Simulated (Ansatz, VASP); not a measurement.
# MgB: VASP beside Ansatz

```
B Mg
1.0
     2.89310    0.00000    0.00000
     0.00000    2.89310    0.00000
     0.00000    0.00000    2.89310
B Mg
1 1
Direct
  0.00000 0.00000 0.00000
  0.50000 0.50000 0.50000
```

Alike in both runs: functional PBE; k mesh 11 × 11 × 11; occupations fermi-dirac, width 0.05 eV; no spin polarisation.

Ansatz relaxed the structure, and its values are those at the end. VASP's run is a single point on that final structure, the one shown.

|  | VASP | Ansatz |
| --- | --- | --- |
| version | VASP 6.6.1 | Ansatz 0.2.0 |
| potentials or method | VASP PAW PBE potentials, release 64 (B, Mg) | PAW with Ansatz's default frozen-core files, scalar-relativistic |
| plane-wave cutoff (eV) | 520 | 420 |
| valence electrons in the cell | 5 | 13 |

|  | VASP | Ansatz | Ansatz less VASP |
| --- | --- | --- | --- |
| pressure (GPa) | -0.2 | 0.0 | +0.23 |

VASP's potentials hold 5 valence electrons a cell and Ansatz's 13, so a difference there can come from the potentials and not from the codes.
